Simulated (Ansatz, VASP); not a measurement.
## InSe: VASP beside Ansatz

File INCAR:

```
SYSTEM = InSe
PREC = Accurate ; ENCUT = 500
EDIFF = 1E-6 ; ISMEAR = 0
SIGMA = 0.01 ; LREAL = .False.
LASPH = .True. ; NELM = 120
ALGO = Normal ; ISIF = 2
LWAVE = .False. ; LCHARG = .True.
GGA = PE ; ALDAC = 0.0
AGGAC = 0.0 ; LELF = .True.
LVHAR = .True. ; NBANDS = 27
GGA_COMPAT = .False.
```

The input KPOINTS:

```
Automatic mesh
0
Gamma
  8 8 8
  0 0 0
```

Contents of POSCAR:

```
InSe
1.0
    2.0000000000      1.1547005384      8.4400000000
   -2.0000000000      1.1547005384      8.4400000000
    0.0000000000     -2.3094010768      8.4400000000
In Se
2 2
Direct
    0.1114000000      0.1114000000      0.1114000000
    0.0000000000      0.0000000000      0.0000000000
    0.8281000000      0.8281000000      0.8281000000
    0.6165000000      0.6165000000      0.6165000000
```

Contents of input.yaml:

```yaml
crystal:
  lattice: { a: 4.0, b: 4.0, c: 25.32, alpha: 90.0, beta: 90.0, gamma: 120.0 }
  space_group: 160
  setting: { hermann_mauguin: R3m }
  reduce_to_primitive: true
  atoms:
    - { symbol: In, position: [0.0, 0.0, 0.1114] }
    - { symbol: In, position: [0.0, 0.0, 0.0] }
    - { symbol: Se, position: [0.6666666667, 0.3333333333, 0.1614333333] }
    - { symbol: Se, position: [0.3333333333, 0.6666666667, 0.2831666667] }
kpoints:
  mp_grid: { grid: [8, 8, 8] }
scf:
  occupations: { method: gaussian, width: 0.01 }
hamiltonian:
  xc: { exchange: pbe, correlation: none }
  pseudopotentials: { kind: all_electron, datasets: crystal }
output:
  forces: true
  stress: true
  eigenvalues: true
```

Alike in both runs: task single point; functional PBE exchange alone; k mesh 8 × 8 × 8; occupations gaussian, width 0.01 eV; no spin polarisation.

|  | VASP | Ansatz |
| --- | --- | --- |
| version | VASP 6.6.1 | Ansatz 0.2.0 |
| potentials or method | VASP PAW PBE potentials, release 64 (In_d, Se), cutoff 500 eV | all-electron PAW datasets made for the crystal |

|  | VASP | Ansatz | Ansatz less VASP |
| --- | --- | --- | --- |
| gap on the k mesh at the Fermi level (eV) | 0.42 | 0.44 | +0.015 |
| least direct gap on the mesh (eV) | 0.42 | 0.44 | +0.015 |
| pressure (GPa) | 10.5 | 10.5 | -0.05 |
| traceless stress, the component that is largest in VASP (GPa) | -1.70 | -1.68 | +0.015 |
| rms of the force components (eV/Å) | 0.422 | 0.411 | -0.0109 |

VASP's potentials were made for PBE, not for PBE exchange alone. Atom by atom the forces differ by 0.011 eV/Å (rms over components). Ansatz ran all-electron here, and VASP with PAW potentials.
